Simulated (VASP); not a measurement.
Wanted: the native input for a VASP 6.6.1 run.

* Task: single point
* Functional: PBEsol
* Dispersion: D3(BJ)
* Potentials or basis: VASP PAW PBE potentials, release 64 (Cu, O)
* Cutoff: 520 eV
* k mesh: 10 × 10 × 5
* Occupations: fermi-dirac, width 0.05 eV
* Spin: no spin polarisation
* Dipole correction: no
* Further INCAR settings: ALGO = Normal; EDIFF = 1e-06; NBANDS = 25

The structure of CuO (Tenorite) lies in POSCAR:

```
CuO
1.0
    2.0279578752     -2.0252019772      0.1572251668
    2.0279578752      2.0252019772      0.1572251668
   -0.3965221748      0.0000000000      5.0702324852
Cu O
2 2
Direct
    0.5000000000      0.0000000000      0.5000000000
    0.0000000000      0.5000000000      0.0000000000
    0.4998083763      0.5001916237      0.7500000000
    0.5001916237      0.4998083763      0.2500000000
```

These files were run (other wordings do the same):

INCAR

```
SYSTEM = CuO
PREC = Accurate
ENCUT = 520
EDIFF = 1E-6
ISMEAR = -1
SIGMA = 0.05
LREAL = .False.
LASPH = .True.
NELM = 100
ALGO = Normal
ISIF = 2
LWAVE = .False.
LCHARG = .False.
GGA = PS
IVDW = 12
NBANDS = 25
```

KPOINTS

```
Automatic mesh
0
Gamma
  10 10 5
  0 0 0
```

Potentials or basis: VASP PAW PBE potentials, release 64 (Cu, O).

Command:

```console
$ cat potpaw_PBE.64/Cu/POTCAR potpaw_PBE.64/O/POTCAR > POTCAR
$ mpirun -np 1 vasp_std > vasp.out
```

It gave:

* Pressure: 0.1 GPa
* Band gap on the k mesh: zero (band 17 reaches 6.15 eV, above the bottom of band 18 at 5.16 eV)
* Dispersion energy per atom: -0.227 eV

Caveat: three body term missing; the PAW data sets were made with another functional, which shifts forces and pressure a little; semilocal functionals often make such compounds metallic where correlation or magnetic order opens a gap, which also shifts bond lengths; pairwise dispersion overbinds metals, which lowers pressure and volume.

It took 53 s on 1 thread of Intel(R) Xeon(R) 6975P-C (Granite Rapids) (shared host), peak memory 0.26 GiB.
